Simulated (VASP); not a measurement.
A run of VASP 6.6.1 is set up as follows.

INCAR

```
SYSTEM = Tl
  PREC = Accurate
  ENCUT = 520
  EDIFF = 1E-6
  ISMEAR = 0
  SIGMA = 0.1
  LREAL = .FALSE.
  LASPH = .TRUE.
  NELM = 60
  ALGO = Fast
  ISIF = 2
  LWAVE = .FALSE.
  LCHARG = .FALSE.
  GGA = PS
  NBANDS = 12
```

KPOINTS

```
Automatic mesh
0
G
  12 12 12
  0 0 0
```

File POSCAR:

```
Tl
1.0
    0.0102846429      2.5355221046      2.5279011102
    2.5283203882      0.0183989056      2.5197868475
    2.5426991576      2.5417866113      0.0040201362
Tl
1
Direct
    0.0000000000      0.0000000000      0.0000000000
```

Potentials or basis: VASP PAW PBE potentials, release 64 (Tl_d).

Run with:

```bash
$ cat potpaw_PBE.64/Tl_d/POTCAR > POTCAR
$ mpirun -np 1 vasp_std > vasp.out
```

(1) What does it give for the pressure?

Answers

(1) -3.4 GPa.

Caveat: the cell differs from its parent crystal (the cell strained at random); the PAW data sets were made with another functional, which shifts forces and pressure a little.
